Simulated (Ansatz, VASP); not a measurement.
## LiCaF3: VASP beside Ansatz

The input INCAR:

```
ALGO = Normal
EDIFF = 1E-7
ENCUT = 520
GGA = PE
ISIF = 2
ISMEAR = 0
LASPH = True
LCHARG = False
LREAL = False
LWAVE = False
NBANDS = 25
NELM = 100
PREC = Accurate
SIGMA = 0.05
```

Contents of KPOINTS:

```
k-points
0
Gamma
  6 6 6
```

The input POSCAR:

```
LiCaF3
1.0
    3.7612440000      0.0000000000      0.0000000000
    0.0000000000      3.7612440000      0.0000000000
    0.0000000000      0.0000000000      3.7612440000
Li Ca F
1 1 3
Direct
    0.4624003770      0.4624003770      0.5000000000
    0.0000000000      0.0000000000      0.0000000000
    0.0000000000      0.5000000000      0.5000000000
    0.5000000000      0.5000000000      0.0000000000
    0.5000000000      0.0000000000      0.5000000000
```

Input for Ansatz:

```yaml
crystal:
  lattice:
    - [3.761244, 0.0, 0.0]
    - [0.0, 3.761244, 0.0]
    - [0.0, 0.0, 3.761244]
  atoms:
    - { symbol: Li, position: [0.462400377, 0.462400377, 0.5] }
    - { symbol: Ca, position: [0.0, 0.0, 0.0] }
    - { symbol: F, position: [0.0, 0.5, 0.5] }
    - { symbol: F, position: [0.5, 0.5, 0.0] }
    - { symbol: F, position: [0.5, 0.0, 0.5] }
basis:
  ecutwfc: 420
kpoints:
  mp_grid: { grid: [6, 6, 6] }
hamiltonian:
  xc: pbe
scf:
  occupations: { method: gaussian, width: 0.05 }
output:
  forces: true
  stress: true
  eigenvalues: true
```

Alike in both runs: task single point; functional PBE; k mesh 6 × 6 × 6; occupations gaussian, width 0.05 eV; no spin polarisation.

|  | VASP | Ansatz |
| --- | --- | --- |
| version | VASP 6.6.1 | Ansatz 0.2.0 |
| potentials or method | VASP PAW PBE potentials, release 64 (Li_sv, Ca_sv, F), cutoff 520 eV | scalar-relativistic, plane waves, PAW |
| valence electrons in the cell | 34 | 34 |

```csv
,VASP,Ansatz,Ansatz less VASP
gap on the k mesh at the Fermi level (eV),6.46,6.47,+0.006
least direct gap on the mesh (eV),6.56,6.56,+0.006
rms of the force components (eV/Å),0.404,0.386,-0.0183
```

Atom by atom the forces differ by 0.019 eV/Å (rms over components). With one functional, cell and mesh, what is left measures potentials, basis and numerics.

Noted on VASP's run: the cutoff is short for stress, so the pressure is rough.
